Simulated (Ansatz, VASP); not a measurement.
Y in VASP and in Ansatz

```xyz
1
Lattice="-2.0228 2.0228 2.0228 2.0228 -2.0228 2.0228 2.0228 2.0228 -2.0228" Properties=species:S:1:pos:R:3 pbc="T T T"
Y     0.0000    0.0000    0.0000
```

Alike in both runs: task single point; functional PBE; k mesh 12 × 12 × 12; occupations fermi-dirac, width 0.1 eV; no spin polarisation.

|  | VASP | Ansatz |
| --- | --- | --- |
| version | VASP 6.6.1 | Ansatz 0.2.0 |
| potentials or method | VASP PAW PBE potentials, release 64 (Y_sv), cutoff 520 eV | plane waves (420 eV) with PAW, scalar-relativistic |
| valence electrons in the cell | 11 | 11 |

```csv
,VASP,Ansatz,Ansatz less VASP
pressure (GPa),-0.1,0.0,+0.10
```

With one functional, cell and mesh, what is left measures potentials, basis and numerics.
